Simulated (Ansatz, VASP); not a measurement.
# As: VASP beside Ansatz

```
As
1.0
     3.57090    0.00000    0.00000
    -1.78545    3.09249    0.00000
     0.00000    0.00000   26.60000
As
2
Direct
  0.33333 0.66667 0.26319
  0.66667 0.33333 0.31576
```

Alike in both runs: functional PBE; dispersion D3(BJ); k mesh 12 × 12 × 1; occupations gaussian, width 0.03 eV; no spin polarisation.

Ansatz relaxed the structure, and its values are those at the end. VASP's run is a single point on that final structure, the one shown.

```csv
,VASP,Ansatz
version,VASP 6.6.1,Ansatz 0.2.0
potentials or method,"VASP PAW PBE potentials, release 64 (As), cutoff 400 eV","scalar-relativistic, plane waves, PAW"
valence electrons in the cell,10,30
```

VASP gave:

* gap on the k mesh at the Fermi level (eV): 1.55
* least direct gap on the mesh (eV): 2.04
* rms of the force components (eV/Å): 0.052

Problem. Which values does Ansatz return?

Solution. gap on the k mesh at the Fermi level (eV): 1.54; least direct gap on the mesh (eV): 2.05; rms of the force components (eV/Å): 0.001.

VASP's potentials hold 10 valence electrons a cell and Ansatz's 30, so a difference there can come from the potentials and not from the codes. Ansatz's warnings: slab cell height set, structure snapped to symmetry.
